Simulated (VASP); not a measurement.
Set up this calculation in VASP 6.6.1, as the native input.

```yaml
Task: single point
Functional: PBE
Potentials_or_basis: VASP PAW PBE potentials, release 64 (Sn_d)
Cutoff: 520 eV
k_mesh: 9 × 9 × 9
Occupations: fermi-dirac, width 0.03 eV
Spin: no spin polarisation
Dipole_correction: no
Further_INCAR_settings: ALGO = Normal; EDIFF = 1e-06; NBANDS = 21
```

The structure of Sn lies in POSCAR:

```
Sn
1.0
   -0.0973680000      3.1969160000      3.1969160000
    3.1969160000     -0.0973680000      3.1969160000
    3.1969160000      3.1969160000     -0.0973680000
Sn
2
Direct
    0.5000000000      0.5000000000      0.5000000000
    0.7500000000      0.7500000000      0.7500000000
```

This cell differs from its parent crystal: equal xy, yz and zx shear strains of -3 %.

The input as run:

INCAR

```
PREC     = Accurate       # precision mode
ENCUT    = 520            # plane-wave cutoff, eV
EDIFF    = 1E-6           # SCF threshold, eV
ISMEAR   = -1             # smearing method
SIGMA    = 0.03           # smearing width, eV
LREAL    = F              # projectors in reciprocal space
LASPH    = T              # aspherical terms in the spheres
NELM     = 80             # most SCF steps
ALGO     = Normal         # electronic algorithm
ISIF     = 2              # what is computed and relaxed
LWAVE    = F              # write WAVECAR
LCHARG   = F              # write CHGCAR
GGA      = PE             # functional
NBANDS   = 21             # bands
```

KPOINTS

```
regular mesh
0
Gamma
  9 9 9
```

Potentials or basis: VASP PAW PBE potentials, release 64 (Sn_d).

The run is started by

```sh
$ cat potpaw_PBE.64/Sn_d/POTCAR > POTCAR
$ mpirun -np 1 vasp_std > vasp.out
```

Results of the run:

- Pressure: 3.4 GPa
- Largest force: 0.587 eV/Å
- Band gap on the k mesh: zero (bands 14 and 15 overlap by 0.32 eV)

Caveat: the cell differs from its parent crystal (equal xy, yz and zx shear strains of -3 %); the cell stands under pressure; spin-orbit coupling is left out, which moves the levels of the heavy elements.

Wall time 37 s on 1 thread of Intel(R) Xeon(R) 6975P-C (Granite Rapids), with other jobs on the host, peak memory 0.25 GiB.
